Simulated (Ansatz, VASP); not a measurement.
Ir: VASP beside Ansatz

```
CELL_PARAMETERS angstrom
2.75138 -0.01376 0.00000
-1.38760 2.38964 0.00000
0.00000 0.00000 4.46229
ATOMIC_POSITIONS crystal
Ir 0.66667 0.33333 0.75000
Ir 0.33333 0.66667 0.25000
```

Change from the starting cell: strain -0.0100 x Voigt [0, 0, 0, 0, 0, 1], atoms carried along.

Alike in both runs: task single point; functional PBEsol; k mesh 18 × 18 × 12; occupations gaussian, width 0.15 eV; no spin polarisation.

|  | VASP | Ansatz |
| --- | --- | --- |
| version | VASP 6.6.1 | Ansatz 0.2.0 |
| potentials or method | VASP PAW PBE potentials, release 64 (Ir), cutoff 520 eV | scalar-relativistic, plane waves, PAW |
| valence electrons in the cell | 18 | 34 |

Ansatz gave:

```
gap on the k mesh at the Fermi level (eV)                     : none
pressure (GPa)                                                : -12.5
traceless stress, the component that is largest in VASP (GPa) : 1.94
rms of the force components (eV/Å)                            : 0.007
```

Which values does VASP return?

gap on the k mesh at the Fermi level (eV): none; pressure (GPa): -11.7; traceless stress, the component that is largest in VASP (GPa): 1.95; rms of the force components (eV/Å): 0.007.

VASP's potentials were made for PBE, not for PBEsol. Atom by atom the forces differ by 0.000 eV/Å (rms over components). A gap of «none» marks a metal or a gap that the smearing closes. VASP's potentials hold 18 valence electrons a cell and Ansatz's 34, so a difference there can come from the potentials and not from the codes.

Spin-orbit coupling is off throughout.
